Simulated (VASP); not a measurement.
Here is a VASP 6.6.1 calculation.

INCAR

```
PREC = Accurate
ENCUT = 600
EDIFF = 1E-7
ISMEAR = 0
SIGMA = 0.1
LREAL = False
LASPH = True
NELM = 80
ALGO = Fast
ISIF = 3
LWAVE = False
LCHARG = False
GGA = PE
IBRION = 2
NSW = 100
EDIFFG = -0.01
```

Contents of KPOINTS:

```
Automatic mesh
0
Gamma
  12 12 8
```

Contents of POSCAR:

```
Mg
1.0
    5.0315992819      0.0000000000      0.0000000000
   -2.5157996410      4.3574927998      0.0000000000
    0.0000000000      0.0000000000      5.8650730917
Mg
4
Direct
    0.0000000000      0.0000000000      0.2491283612
    0.0000000000      0.0000000000      0.7508716388
    0.3333333333      0.6666666667      0.0000000000
    0.6666666667      0.3333333333      0.0000000000
```

Potentials or basis: VASP PAW PBE potentials, release 64 (Mg).

The run is started by

```bash
$ cat potpaw_PBE.64/Mg/POTCAR > POTCAR
$ mpirun -np 1 vasp_std > vasp.out
```

Question: What does it give for the band gap on the k mesh?

Answer: Zero (bands 4 and 5 overlap by 2.00 eV).

Question: What does it give for the relaxed cell?

Answer: a = 5.038 Å, b = 5.038 Å, c = 5.818 Å, α = 90.00°, β = 90.00°, γ = 120.00°.

Final structure:
```
Mg
1.0
     5.03769    0.00000    0.00000
    -2.51884    4.36276    0.00000
     0.00000    0.00000    5.81788
Mg
4
Direct
  0.00000 0.00000 0.24814
  0.00000 0.00000 0.75186
  0.33333 0.66667 0.00000
  0.66667 0.33333 0.00000
```
